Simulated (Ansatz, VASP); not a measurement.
# Two plane-wave programs on Co

Contents of POSCAR:

```
Co
1.0
    2.4705617809      0.0000000000      0.0000000000
   -1.2352808905      2.1395692639      0.0000000000
    0.0000000000      0.0000000000      8.0882338000
Co
4
Direct
    0.6666666667      0.3333333333      0.7500000000
    0.0000000000      0.0000000000      0.5000000000
    0.3333333333      0.6666666667      0.2500000000
    0.0000000000      0.0000000000      0.0000000000
```

Contents of INCAR.step1:

```
SYSTEM = Co
ALGO = Normal ; EDIFF = 1E-4
ENCUT = 520 ; GGA = PE
ISMEAR = -1 ; ISPIN = 2
LASPH = .True. ; LCHARG = .False.
LMAXMIX = 4 ; LREAL = .False.
LWAVE = .True. ; MAGMOM = 2 2 2 2
NBANDS = 30 ; NELM = 150
PREC = Accurate ; SIGMA = 0.05
```

INCAR.step2

```
SYSTEM = Co
ALGO = Normal ; EDIFF = 1E-6
ENCUT = 520 ; ISIF = 2
ISMEAR = -1 ; ISPIN = 2
ISTART = 1 ; IVDW = 12
LASPH = .True. ; LCHARG = .False.
LMAXMIX = 4 ; LMIXTAU = .True.
LORBIT = 11 ; LREAL = .False.
LWAVE = .False. ; MAGMOM = 2 2 2 2
METAGGA = R2SCAN ; NBANDS = 30
NELM = 150 ; PREC = Accurate
SIGMA = 0.05 ; VDW_A1 = 0.49484001
VDW_A2 = 5.73083694 ; VDW_S6 = 1.0
VDW_S8 = 0.78981345
```

The input KPOINTS:

```
k-points
0
Gamma
  12 12 4
  0 0 0
```

The input input.yaml:

```yaml
crystal:
  lattice:
    - [2.4705617809, 0.0, 0.0]
    - [-1.2352808905, 2.1395692639, 0.0]
    - [0.0, 0.0, 8.0882338]
  atoms:
    - { symbol: Co, position: [0.6666666667, 0.3333333333, 0.75], spin: 2.0 }
    - { symbol: Co, position: [0.0, 0.0, 0.5], spin: 2.0 }
    - { symbol: Co, position: [0.3333333333, 0.6666666667, 0.25], spin: 2.0 }
    - { symbol: Co, position: [0.0, 0.0, 0.0], spin: 2.0 }
hamiltonian:
  xc: r2scan
  pseudopotentials: { kind: paw }
  dispersion: d3bj
magnetization:
  spin_polarized: true
kpoints:
  mp_grid: { grid: [12, 12, 4] }
scf:
  occupations: { method: fermi_dirac, width: 0.05 }
output:
  forces: true
  stress: true
  eigenvalues: true
```

Alike in both runs: task single point; functional r2SCAN; dispersion D3(BJ); k mesh 12 × 12 × 4; occupations fermi-dirac, width 0.05 eV; collinear spin.

|  | VASP | Ansatz |
| --- | --- | --- |
| version | VASP 6.6.1 | Ansatz 0.2.0 |
| potentials or method | VASP PAW PBE potentials, release 64 (Co) | Ansatz PAW |
| plane-wave cutoff (eV) | 520 | 500 |
| valence electrons in the cell | 36 | 68 |

Ansatz gave:

```
gap on the k mesh at the Fermi level (eV)                     : none
pressure (GPa)                                                : -3.4
traceless stress, the component that is largest in VASP (GPa) : -0.23
net moment per atom (μB)                                      : 1.77
size of the moment on the site where the two differ most (μB) : 1.91
```

Problem. Estimate VASP's values.

Solution. gap on the k mesh at the Fermi level (eV): none; pressure (GPa): -3.3; traceless stress, the component that is largest in VASP (GPa): -0.21; net moment per atom (μB): 1.76; size of the moment on the site where the two differ most (μB): 1.84.

VASP's potentials were made for PBE, not for r2SCAN. Site moments also hang on the region over which each program counts them. A gap of «none» marks a metal or a gap that the smearing closes. VASP's potentials hold 36 valence electrons a cell and Ansatz's 68, so a difference there can come from the potentials and not from the codes.

Noted on Ansatz's run: the magnetic or orbital state may not be the lowest.
